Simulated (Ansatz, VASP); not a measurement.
**Two plane-wave programs on Ag**

```
Ag
1.0
     2.91033    0.00000    0.00000
    -1.45517    2.52042    0.00000
     0.00000    0.00000    4.75785
Ag
2
Direct
  0.66667 0.33333 0.75000
  0.33333 0.66667 0.25000
```

Alike in both runs: task single point; functional PBE; k mesh 10 × 10 × 6; occupations fermi-dirac, width 0.05 eV; no spin polarisation.

|  | VASP | Ansatz |
| --- | --- | --- |
| version | VASP 6.6.1 | Ansatz 0.2.0 |
| potentials or method | VASP PAW PBE potentials, release 64 (Ag) | Ansatz PAW soft_1 |
| plane-wave cutoff (eV) | 500 | 420 |
| valence electrons in the cell | 22 | 38 |

```csv
,VASP,Ansatz,Ansatz less VASP
gap on the k mesh at the Fermi level (eV),none,none,-
pressure (GPa),2.5,2.6,+0.15
"traceless stress, the component that is largest in VASP (GPa)",-0.43,-0.43,+0.001
```

A gap of «none» marks a metal or a gap that the smearing closes. The functional is the same, so the differences come from potentials, cutoffs and numerics. VASP's potentials hold 22 valence electrons a cell and Ansatz's 38, so a difference there can come from the potentials and not from the codes.
